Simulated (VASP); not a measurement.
**Mg4CdS3: relaxation of cell and atoms with PBE**

Crystal: Mg4CdS3.

```xyz
8
Lattice="3.6344 0.0000 0.0000 -1.8172 3.1475 0.0000 0.0000 0.0000 13.8892" Properties=species:S:1:pos:R:3 pbc="T T T"
Mg    0.0000    2.0983    8.4604
Mg    1.8172    1.0492    5.4288
Mg    1.8172    1.0492    2.3079
Mg    0.0000    2.0983   11.5813
Cd    0.0000    0.0000    0.0000
S     1.8172    1.0492   10.0188
S     0.0000    2.0983    3.8704
S     0.0000    0.0000    6.9446
```

```
Program                : VASP 6.6.1
Task                   : relaxation of cell and atoms
Functional             : PBE
Potentials or basis    : VASP PAW PBE potentials, release 64 (Mg, Cd, S)
Cutoff                 : 600 eV
k mesh                 : 12 × 12 × 4
Occupations            : gaussian, width 0.1 eV
Spin                   : no spin polarisation
Dipole correction      : no
Further INCAR settings : ALGO = Normal; EDIFF = 1e-07; IBRION = 2; EDIFFG = -0.01; NSW = 100; ISIF = 3
```

The relaxed volume is 19.76 Å³/atom, the relaxed cell is a = 3.625 Å, b = 3.625 Å, c = 13.895 Å, α = 90.00°, β = 90.00°, γ = 120.00° and the space group after relaxing (to 0.1 Å) is P-3m1 (No. 164). The energy gained by relaxing is 0.1 meV/atom and the ionic steps are 5. The pressure after relaxing is 0.0 GPa. The largest force after relaxing is 0.009 eV/Å and the band gap on the k mesh is zero (bands 19 and 20 overlap by 0.27 eV).

Forces on the atoms (eV/Å):
```
Mg   0.000  0.000  0.003
Mg   0.000  0.000 -0.003
Mg   0.000  0.000  0.009
Mg   0.000  0.000 -0.009
Cd   0.000  0.000  0.000
S    0.000  0.000 -0.004
S    0.000  0.000  0.004
S    0.000  0.000  0.000
```

Step by step:
| step | energy change (eV) | largest force (eV/Å) | pressure (GPa) | volume (Å³) |
| --- | --- | --- | --- | --- |
| 1 | 0.0000 | 0.0378 | -0.28 | 158.88 |
| 2 | -0.0010 | 0.0132 | 0.02 | 158.07 |
| 3 | -0.0010 | 0.0120 | 0.03 | 158.03 |
| 4 | -0.0010 | 0.0102 | 0.01 | 158.08 |
| 5 | -0.0011 | 0.0090 | 0.00 | 158.11 |

Final structure:
```
Mg Cd S
1.0
     3.62485    0.00000    0.00000
    -1.81242    3.13921    0.00000
     0.00000    0.00000   13.89493
Mg Cd S
4 1 3
Cartesian
  0.0000 2.0928 8.4642
  1.8124 1.0464 5.4308
  1.8124 1.0464 2.3120
  0.0000 2.0928 11.5829
  0.0000 0.0000 0.0000
  1.8124 1.0464 10.0241
  0.0000 2.0928 3.8708
  0.0000 0.0000 6.9475
```

Levels at points of the mesh, in eV from the Fermi level:
| k point | band 16 | band 17 | band 18 | band 19 | band 20 | band 21 | band 22 | band 23 |
| --- | --- | --- | --- | --- | --- | --- | --- | --- |
| (0.00, 0.00, 0.00) | -1.92 | -1.80 | -1.80 | -1.22 | 1.70 | 3.06 | 3.13 | 4.22 |
| (0.50, 0.00, 0.00) | -2.83 | -2.56 | -2.29 | -1.37 | 0.22 | 1.47 | 1.80 | 2.84 |
| (0.00, 0.00, 0.50) | -1.92 | -1.82 | -1.80 | -1.80 | 2.51 | 2.67 | 3.06 | 3.94 |
| (0.50, 0.00, 0.50) | -2.83 | -2.56 | -2.21 | -1.48 | -0.05 | 2.06 | 2.17 | 2.69 |

Wall time 20 min on 1 thread of Intel(R) Xeon(R) Platinum 8259CL CPU @ 2.50GHz (Skylake/Cascade Lake), on a shared host, peak memory 0.56 GiB.

Caveat: semilocal functionals underestimate gaps, so a narrow gap can read as zero.
